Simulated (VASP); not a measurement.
# TeW2 (Fm-3m) in VASP: a series of runs

Runs on TeW2. Level: PBE. Tasks: single point.

Program: VASP 6.6.1. These are calculated values, not measurements. Logs are shortened: lines on timing, memory, paths and dates and some standing lists are left out, and cuts for length are marked.

## Step 1: The cell of the first run

The structure is cubic, space group Fm-3m (No. 225). Conventional cell: a = 6.260 Å, b = 6.260 Å, c = 6.260 Å, α = 90.00°, β = 90.00°, γ = 90.00°. Within 3.6 Å of Te (site symmetry m-3m) lie 8 W at 2.71 Å. Within 3.6 Å of W (site symmetry -43m) lie 4 Te at 2.71 Å and 6 W at 3.13 Å.

## Step 2: Single point, PBE (20.44 Å³/atom)

INCAR reads:

```
SYSTEM = TeW2
PREC = Accurate ; ENCUT = 520
EDIFF = 1E-6 ; ISMEAR = -1
SIGMA = 0.05 ; LREAL = .False.
LASPH = .True. ; NELM = 60
ALGO = Normal ; ISIF = 2
LWAVE = .False. ; LCHARG = .False.
GGA = PE ; NBANDS = 24
```

KPOINTS reads:

```
regular mesh
0
Gamma
  7 7 7
  0 0 0
```

POSCAR reads:

```
TeW2
1.0
    0.0000000000      3.1299451300      3.1299451300
    3.1299451300      0.0000000000      3.1299451300
    3.1299451300      3.1299451300      0.0000000000
Te W
1 2
Direct
    0.0000000000      0.0000000000      0.0000000000
    0.2500000000      0.2500000000      0.2500000000
    0.7500000000      0.7500000000      0.7500000000
```

Potentials or basis: VASP PAW PBE potentials, release 64 (Te, W_sv).

Launch:

```sh
> cat potpaw_PBE.64/Te/POTCAR potpaw_PBE.64/W_sv/POTCAR > POTCAR
> mpirun -np 1 vasp_std > vasp.out
```

OUTCAR:

```text
SYSTEM = TeW2
   PREC = Accurate
   ENCUT = 520
   EDIFF = 1E-6
   ISMEAR = -1
   LREAL = .False.
   LASPH = .True.
   NELM = 60
   ISIF = 2
   GGA = PE

 ion  position               nearest neighbor table
   1  0.000  0.000  0.000-   2 2.71   3 2.71   3 2.71   3 2.71   3 2.71   2 2.71   2 2.71   2 2.71

   2  0.250  0.250  0.250-   1 2.71   1 2.71   1 2.71   1 2.71   3 3.13   3 3.13   3 3.13   3 3.13
                             3 3.13   3 3.13
   3  0.750  0.750  0.750-   1 2.71   1 2.71   1 2.71   1 2.71   2 3.13   2 3.13   2 3.13   2 3.13
                             2 3.13   2 3.13

  LATTYP: Found a face centered cubic cell.
 ALAT       =     6.2598902600

  Lattice vectors:

 A1 = (   0.0000000000,   3.1299451300,   3.1299451300)
 A2 = (   3.1299451300,   0.0000000000,   3.1299451300)
 A3 = (   3.1299451300,   3.1299451300,   0.0000000000)

Analysis of symmetry for initial positions (statically):
=====================================================================
 Subroutine PRICEL returns:
 Original cell was already a primitive cell.

 Routine SETGRP: Setting up the symmetry group for a
 face centered cubic supercell.

 Subroutine GETGRP returns: Found 48 space group operations
 (whereof 48 operations were pure point group operations)
 out of a pool of 48 trial point group operations.

The static configuration has the point symmetry O_h .

Analysis of symmetry for dynamics (positions and initial velocities):
=====================================================================
 Subroutine PRICEL returns:
 Original cell was already a primitive cell.

 Routine SETGRP: Setting up the symmetry group for a
 face centered cubic supercell.

 Subroutine GETGRP returns: Found 48 space group operations
 (whereof 48 operations were pure point group operations)
 out of a pool of 48 trial point group operations.

The dynamic configuration has the point symmetry O_h .

 Subroutine INISYM returns: Found 48 space group operations
 (whereof 48 operations are pure point group operations),
 and found     1 'primitive' translations

----------------------------------------------------------------------------------------

                                     Primitive cell

  volume of cell :      61.3254

  direct lattice vectors                    reciprocal lattice vectors
     0.000000000  3.129945130  3.129945130    -0.159747209  0.159747209  0.159747209
     3.129945130  0.000000000  3.129945130     0.159747209 -0.159747209  0.159747209
     3.129945130  3.129945130  0.000000000     0.159747209  0.159747209 -0.159747209

  length of vectors
     4.426410852  4.426410852  4.426410852     0.276690283  0.276690283  0.276690283

  position of ions in fractional coordinates (direct lattice)
     0.000000000  0.000000000  0.000000000
     0.250000000  0.250000000  0.250000000
     0.750000000  0.750000000  0.750000000

  ion indices of the primitive-cell ions
   primitive index   ion index
                 1           1
                 2           2
                 3           3

----------------------------------------------------------------------------------------

 KPOINTS: regular mesh

Automatic generation of k-mesh.
 Grid dimensions read from file:
 generate k-points for:    7    7    7

 Generating k-lattice:

  Cartesian coordinates                     Fractional coordinates (reciprocal lattice)
    -0.022821030  0.022821030  0.022821030     0.142857143  0.000000000  0.000000000
     0.022821030 -0.022821030  0.022821030     0.000000000  0.142857143  0.000000000
     0.022821030  0.022821030 -0.022821030     0.000000000  0.000000000  0.142857143

  Length of vectors
     0.039527183  0.039527183  0.039527183

  Shift w.r.t. Gamma in fractional coordinates (k-lattice)
     0.000000000  0.000000000  0.000000000

 Subroutine IBZKPT returns following result:
 ===========================================

 Found     20 irreducible k-points:

 Following reciprocal coordinates:
            Coordinates               Weight
  0.000000  0.000000  0.000000      1.000000
  0.142857  0.000000  0.000000      8.000000
  0.285714  0.000000  0.000000      8.000000
  0.428571  0.000000  0.000000      8.000000
  0.142857  0.142857  0.000000      6.000000
  0.285714  0.142857  0.000000     24.000000
[... 12 lines left out ...]
 -0.428571  0.428571  0.142857     24.000000
 -0.285714  0.428571  0.142857     24.000000
   k-points           NKPTS =     20   k-points in BZ     NKDIM =     20   number of bands    NBANDS=     24
   number of dos      NEDOS =    301   number of ions     NIONS =      3
   total plane-waves  NPLWV =  46656
   dimension x,y,z NGX =    36 NGY =   36 NGZ =   36
   dimension x,y,z NGXF=    72 NGYF=   72 NGZF=   72
   ions per type =               1   2
   NGX,Y,Z   is equivalent  to a cutoff of  13.52, 13.52, 13.52 a.u.
   NGXF,Y,Z  is equivalent  to a cutoff of  27.04, 27.04, 27.04 a.u.
 SYSTEM =  TeW2
   PREC   = accura    normal or accurate (medium, high low for compatibility)
   ISTART =      0    job   : 0-new  1-cont  2-samecut
   ICHARG =      2    charge: 1-file 2-atom 10-const
   ISPIN  =      1    spin polarized calculation?
   LNONCOLLINEAR =      F non collinear calculations
   LSORBIT =      F    spin-orbit coupling
   LASPH  =      T    aspherical Exc in radial PAW
   ENCUT  =  520.0 eV  38.22 Ry    6.18 a.u.   8.23  8.23  8.23*2*pi/ulx,y,z
   NELM   =     60;   NELMIN=  2; NELMDL= -5     # of ELM steps
   EDIFF  = 0.1E-05   stopping-criterion for ELM
   LREAL  =      F    real-space projection
   EDIFFG = 0.1E-04   stopping-criterion for IOM
   NSW    =      0    number of steps for IOM
   IBRION =     -1    ionic relax: 0-MD 1-quasi-New 2-CG
   NFREE  =      0    steps in history (QN), initial steepest desc. (CG)
   ISIF   =      2    stress and relaxation
   ISYM   =      2    0-nonsym 1-usesym 2-fastsym
   POTIM  = 0.5000    time-step for ionic-motion
   TEBEG  =    0.0;   TEEND  =   0.0 temperature during run
   PSTRESS=    0.0 pullay stress
   NELECT =      34.0000    total number of electrons
   NUPDOWN=      -1.0000    fix difference up-down
   EMIN   =  10.00;   EMAX   =-10.00  energy-range for DOS
   EFERMI =   0.00;   METHOD = LEGACY
   ISMEAR =    -1;   SIGMA  =   0.05  broadening in eV -4-tet -1-fermi 0-gaus
   EFERMI_NEDOS =   21; number of points for ismear=-14 and -15
   IALGO  =     38    algorithm
   IMIX   =      4    mixing-type and parameters
     AMIX     =   0.40;   BMIX     =  1.00
     AMIX_MAG =   1.60;   BMIX_MAG =  1.00
  volume/ion in A,a.u.               =      20.44       137.95
  Fermi-wavevector in a.u.,A,eV,Ry     =   1.344893  2.541479 24.609365  1.808737
  Thomas-Fermi vector in A             =   2.472850
   LORBIT       =      0    0 simple, 1 ext, 2 COOP (PROOUT), +10 PAW based schemes
   GGA     = PE    functional components
   LHFCALC =     F    Hartree Fock is set to
   AEXX    =    0.0000 exact exchange contribution
   IVDW    =     0    specifies the selected vdW correction
   LEPSILON=     F    determine dielectric tensor
   LRPA    =     F    only Hartree local field effects (RPA)
 non-spin polarized calculation
  energy-cutoff  :      520.00
  volume of cell :       61.33
 maximum number of plane-waves:      1673
 NGX is ok and might be reduce to    36
   NGX = 17   NGY = 17   NGZ = 17

 number of electron      34.0000001 magnetization

 Free energy of the ion-electron system (eV)
  ---------------------------------------------------
  ext. energy  EPLUGINS =         0.00000000
  ---------------------------------------------------
  free energy    TOTEN  =       -24.30998128 eV

  energy without entropy =      -24.27458544  energy(sigma->0) =      -24.29228336

 E-fermi :   9.7797     XC(G=0): -11.8008

 val. band max:        9.7282654638   @ k =   0.1429   0.0000   0.0000
 cond. band min:       9.7899154563   @ k =  -0.4286   0.1429   0.0000
 fundamental gap:      0.0616499925
 Fermi energy:         9.7796753852

 k-point     1 :       0.0000    0.0000    0.0000
  band No.  band energies     occupation
      1     -64.2021      2.00000
      2     -64.1712      2.00000
      3     -28.5308      2.00000
      4     -28.5308      2.00000
      5     -28.5308      2.00000
      6     -28.3377      2.00000
[... 16 lines left out ...]
     23      13.8259      0.00000
     24      13.8763      0.00000

 k-point     2 :       0.1429    0.0000    0.0000
  band No.  band energies     occupation
      1     -64.2006      2.00000
      2     -64.1727      2.00000
      3     -28.5246      2.00000
      4     -28.5219      2.00000
      5     -28.5219      2.00000
      6     -28.3498      2.00000
[... 16 lines left out ...]
     23      13.9882      0.00000
     24      14.4543      0.00000

 k-point     3 :       0.2857    0.0000    0.0000
  band No.  band energies     occupation
      1     -64.1962      2.00000
      2     -64.1768      2.00000
      3     -28.5049      2.00000
      4     -28.4967      2.00000
      5     -28.4966      2.00000
      6     -28.3826      2.00000
[... 16 lines left out ...]
     23      14.3183      0.00000
     24      15.3453      0.00000

 k-point     4 :       0.4286    0.0000    0.0000
  band No.  band energies     occupation
      1     -64.1900      2.00000
      2     -64.1830      2.00000
      3     -28.4718      2.00000
      4     -28.4594      2.00000
      5     -28.4594      2.00000
      6     -28.4263      2.00000
[... 16 lines left out ...]
     23      14.5412      0.00000
     24      16.5054      0.00000

 k-point     5 :       0.1429    0.1429    0.0000
  band No.  band energies     occupation
      1     -64.2001      2.00000
      2     -64.1731      2.00000
      3     -28.5378      2.00000
      4     -28.5378      2.00000
      5     -28.4865      2.00000
      6     -28.3890      2.00000
[... 16 lines left out ...]
     23      13.2963      0.00000
     24      14.8967      0.00000

 k-point     6 :       0.2857    0.1429    0.0000
  band No.  band energies     occupation
      1     -64.1970      2.00000
      2     -64.1761      2.00000
      3     -28.5360      2.00000
      4     -28.5343      2.00000
      5     -28.4419      2.00000
      6     -28.4400      2.00000
[... 16 lines left out ...]
     23      13.9218      0.00000
     24      15.4867      0.00000
[... 271 lines left out ...]
 k-point    17 :       0.4286    0.2857    0.1429
  band No.  band energies     occupation
      1     -64.1938      2.00000
      2     -64.1792      2.00000
      3     -28.5608      2.00000
      4     -28.5072      2.00000
      5     -28.4961      2.00000
      6     -28.3906      2.00000
[... 16 lines left out ...]
     23      13.4693      0.00000
     24      15.8491      0.00000

 k-point    18 :      -0.4286    0.2857    0.1429
  band No.  band energies     occupation
      1     -64.1890      2.00000
      2     -64.1838      2.00000
      3     -28.5641      2.00000
      4     -28.5391      2.00000
      5     -28.4651      2.00000
      6     -28.4164      2.00000
[... 16 lines left out ...]
     23      14.1745      0.00000
     24      16.1446      0.00000

 k-point    19 :      -0.4286    0.4286    0.1429
  band No.  band energies     occupation
      1     -64.1902      2.00000
      2     -64.1826      2.00000
      3     -28.5866      2.00000
      4     -28.5715      2.00000
      5     -28.5185      2.00000
      6     -28.3614      2.00000
[... 16 lines left out ...]
     23      15.0504      0.00000
     24      15.2646      0.00000

 k-point    20 :      -0.2857    0.4286    0.1429
  band No.  band energies     occupation
      1     -64.1871      2.00000
      2     -64.1857      2.00000
      3     -28.5903      2.00000
      4     -28.5681      2.00000
      5     -28.4707      2.00000
      6     -28.4107      2.00000
[... 16 lines left out ...]
     23      14.8522      0.00000
     24      16.4036      0.00000

------------------------ aborting loop because EDIFF is reached ----------------------------------------

  FORCE on cell =-STRESS in cart. coord.  units (eV):
  Direction    XX          YY          ZZ          XY          YZ          ZX
  --------------------------------------------------------------------------------------
  -------------------------------------------------------------------------------------
  Total       -0.3449706     -0.3449706     -0.3449706      0.0000000      0.0000000      0.0000000
  in kB       -9.0126487     -9.0126487     -9.0126487      0.0000000      0.0000000      0.0000000
  external PRESSURE =      -9.0126487 kB  Pullay stress =       0.0000000 kB

 VOLUME and BASIS-vectors are now :
 -----------------------------------------------------------------------------
  energy-cutoff  :      520.00
  volume of cell :       61.33
      direct lattice vectors                 reciprocal lattice vectors
     0.000000000  3.129945130  3.129945130    -0.159747209  0.159747209  0.159747209
     3.129945130  0.000000000  3.129945130     0.159747209 -0.159747209  0.159747209
     3.129945130  3.129945130  0.000000000     0.159747209  0.159747209 -0.159747209

 POSITION                                       TOTAL-FORCE (eV/Angst)
 -----------------------------------------------------------------------------------
      0.00000      0.00000      0.00000         0.000000      0.000000     -0.000000
      1.56497      1.56497      1.56497        -0.000000     -0.000000     -0.000000
      4.69492      4.69492      4.69492         0.000000      0.000000      0.000000
 -----------------------------------------------------------------------------------
    total drift:                                0.000000      0.000000      0.000000

  FREE ENERGIE OF THE ION-ELECTRON SYSTEM (eV)
  ---------------------------------------------------
  free  energy   TOTEN  =       -24.3099812799 eV

  energy  without entropy=      -24.2745854418  energy(sigma->0) =      -24.29228336
```

It took 17 s on 1 thread of Intel Xeon 6975P-C (Granite Rapids), shared host; peak memory 0.2 GiB.

What came out:

| Item | Value |
| --- | --- |
| Free energy | -24.3100 eV |
| Pressure | -0.9 GPa |
| Band gap on the k mesh | zero (bands 17 and 18 overlap by 1.94 eV) |

Caveat: spin-orbit coupling is left out, which moves the levels of the heavy elements.

## Step 3: Single point, PBE (20.85 Å³/atom)

This run uses another cell than the first one, of 20.85 Å³/atom.

INCAR reads:

```
SYSTEM = TeW2
PREC     = Accurate       ! precision mode
ENCUT    = 520            ! plane-wave cutoff, eV
EDIFF    = 1E-6           ! SCF threshold, eV
ISMEAR   = -1             ! smearing method
SIGMA    = 0.05           ! smearing width, eV
LREAL    = .False.        ! projectors in reciprocal space
LASPH    = .True.         ! aspherical terms in the spheres
NELM     = 100            ! most SCF steps
ALGO     = Normal         ! electronic algorithm
ISIF     = 2              ! what is computed and relaxed
LWAVE    = .False.        ! write WAVECAR
LCHARG   = .False.        ! write CHGCAR
GGA      = PE             ! functional
NBANDS   = 24             ! bands
```

KPOINTS is that of step 2.

POSCAR reads:

```
TeW2
1.0
    0.0000000000      3.1506738475      3.1506738475
    3.1506738475      0.0000000000      3.1506738475
    3.1506738475      3.1506738475      0.0000000000
Te W
1 2
Direct
    0.0000000000      0.0000000000      0.0000000000
    0.2500000000      0.2500000000      0.2500000000
    0.7500000000      0.7500000000      0.7500000000
```

Potentials or basis: VASP PAW PBE potentials, release 64 (Te, W_sv).

Launch:

```sh
> cat potpaw_PBE.64/Te/POTCAR potpaw_PBE.64/W_sv/POTCAR > POTCAR
> mpirun -np 1 vasp_std > vasp.out
```

It took 16 s on 1 thread of Intel Xeon 6975P-C (Granite Rapids), shared host; peak memory 0.2 GiB.

Results (log left out):

```yaml
Free_energy: -24.2914 eV
Pressure: -4.0 GPa
Band_gap_on_the_k_mesh: zero (bands 17 and 18 overlap by 1.88 eV)
```

Levels at points of the mesh, in eV from the Fermi level:
```
           k point  band 14  band 15  band 16  band 17  band 18  band 19  band 20  band 21
(0.00, 0.00, 0.00)    -3.14    -0.83     1.43     1.43     1.43     3.44     3.44     3.94
```

Caveat: the cell stands under tension; spin-orbit coupling is left out, which moves the levels of the heavy elements.
